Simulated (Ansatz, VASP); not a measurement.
# One calculation of VGe3, two programs

```
Ge V
1.0
     4.76800    0.00000    0.00000
     0.00000    4.76800    0.00000
     0.00000    0.00000    4.76800
Ge V
6 2
Cartesian
  1.1920 0.0000 2.3840
  2.3840 3.5760 0.0000
  3.5760 0.0000 2.3840
  2.3840 1.1920 0.0000
  0.0000 2.3840 3.5760
  0.0000 2.3840 1.1920
  0.0000 0.0000 0.0000
  2.3840 2.3840 2.3840
```

Alike in both runs: task single point; functional PBE; k mesh 5 × 5 × 5; occupations fermi-dirac, width 0.05 eV; no spin polarisation.

|  | VASP | Ansatz |
| --- | --- | --- |
| version | VASP 6.6.1 | Ansatz 0.2.0 |
| potentials or method | VASP PAW PBE potentials, release 64 (Ge_d, V_sv), cutoff 520 eV | PAW, plane waves, scalar-relativistic |
| valence electrons in the cell | 110 | 110 |

VASP gave:

| Property | Result |
| --- | --- |
| pressure (GPa) | 27.2 |

Which values does Ansatz return?

Pressure (GPa): 27.0.
